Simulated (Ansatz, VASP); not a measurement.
**Si2Ni in VASP and in Ansatz**

```xyz
3
Lattice="0.0000 2.7030 2.7030 2.7030 0.0000 2.7030 2.7030 2.7030 0.0000" Properties=species:S:1:pos:R:3 pbc="T T T"
Ni    0.0000    0.0000    0.0000
Si    4.0545    4.0545    4.0545
Si    1.3515    1.3515    1.3515
```

Alike in both runs: task relaxation of cell and atoms; functional PBEsol; k mesh 9 × 9 × 9; occupations fermi-dirac, width 0.05 eV; collinear spin.

```csv
,VASP,Ansatz
version,VASP 6.6.1,Ansatz 0.2.0
potentials or method,"VASP PAW PBE potentials, release 64 (Ni, Si), cutoff 600 eV","all-electron LAPW, scalar-relativistic"
```

|  | VASP | Ansatz | Ansatz less VASP |
| --- | --- | --- | --- |
| net moment per atom (μB) | 0.00 | 0.00 | 0.000 |
| relaxed volume (Å³/atom) | 13.10 | 13.09 | -0.008 |
| relaxed cell length with the largest relative difference (Å) | 3.816 | 3.815 | -0.0008 |

VASP's potentials were made for PBE, not for PBEsol. Ansatz ran all-electron here, and VASP with PAW potentials.
